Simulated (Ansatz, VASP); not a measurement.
# Two plane-wave programs on Cu

Contents of INCAR:

```
SYSTEM = Cu
PREC = Accurate
ENCUT = 520
EDIFF = 1E-7
ISMEAR = 0
SIGMA = 0.1
LREAL = .FALSE.
LASPH = .TRUE.
NELM = 100
ALGO = Normal
ISIF = 2
LWAVE = .FALSE.
LCHARG = .TRUE.
GGA = PS
LELF = .TRUE.
LVHAR = .TRUE.
NBANDS = 12
```

File KPOINTS:

```
Automatic mesh
0
G
  10 10 10
  0 0 0
```

The input POSCAR:

```
Cu
1.0
   -1.4427933200      1.4427933200      1.3760814500
    1.4427933200     -1.4427933200      1.3760814500
    1.4427933200      1.4427933200     -1.3760814500
Cu
1
Direct
    0.0000000000      0.0000000000      0.0000000000
```

Input for Ansatz:

```yaml
crystal:
  lattice:
    - [-1.44279332, 1.44279332, 1.37608145]
    - [1.44279332, -1.44279332, 1.37608145]
    - [1.44279332, 1.44279332, -1.37608145]
  atoms:
    - { symbol: Cu, position: [0.0, 0.0, 0.0] }
basis:
  ecutwfc: 420
kpoints:
  mp_grid: { grid: [10, 10, 10] }
hamiltonian:
  xc: pbesol
scf:
  occupations: { method: gaussian, width: 0.1 }
output:
  forces: true
  stress: true
  eigenvalues: true
```

Alike in both runs: task single point; functional PBEsol; k mesh 10 × 10 × 10; occupations gaussian, width 0.1 eV; no spin polarisation.

|  | VASP | Ansatz |
| --- | --- | --- |
| version | VASP 6.6.1 | Ansatz 0.2.0 |
| potentials or method | VASP PAW PBE potentials, release 64 (Cu), cutoff 520 eV | scalar-relativistic, plane waves, PAW |
| valence electrons in the cell | 11 | 19 |

```csv
,VASP,Ansatz,Ansatz less VASP
gap on the k mesh at the Fermi level (eV),none,none,-
pressure (GPa),-0.7,-1.5,-0.73
"traceless stress, the component that is largest in VASP (GPa)",-0.95,-0.96,-0.006
```

VASP's potentials were made for PBE, not for PBEsol. A gap of «none» marks a metal or a gap that the smearing closes. VASP's potentials hold 11 valence electrons a cell and Ansatz's 19, so a difference there can come from the potentials and not from the codes.
